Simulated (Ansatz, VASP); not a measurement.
Ag in VASP and in Ansatz

```
Ag
1.0
     1.58229    0.91354    2.04326
    -1.58229    0.91354    2.04326
     0.00000   -1.82707    2.04326
Ag
1
Direct
  0.00000 0.00000 0.00000
```

Alike in both runs: task single point; functional r2SCAN; k mesh 7 × 7 × 7; no spin polarisation.

|  | VASP | Ansatz |
| --- | --- | --- |
| version | VASP 6.6.1 | Ansatz 0.2.0 |
| potentials or method | VASP PAW PBE potentials, release 64 (Ag), cutoff 520 eV | PAW plane waves |
| occupations | methfessel-paxton of order 1, width 0.2802 eV | cold, width 0.2802 eV |
| valence electrons in the cell | 11 | 19 |

VASP gave:

```
gap on the k mesh at the Fermi level (eV)                     : none
pressure (GPa)                                                : 2.8
traceless stress, the component that is largest in VASP (GPa) : 9.49
```

**Question.** What did Ansatz give for the same quantities?

**Answer.** gap on the k mesh at the Fermi level (eV): none; pressure (GPa): 2.7; traceless stress, the component that is largest in VASP (GPa): 9.14.

VASP's potentials were made for PBE, not for r2SCAN. A gap of «none» marks a metal or a gap that the smearing closes. VASP's potentials hold 11 valence electrons a cell and Ansatz's 19, so a difference there can come from the potentials and not from the codes. Ansatz's warnings: structure snapped to symmetry.
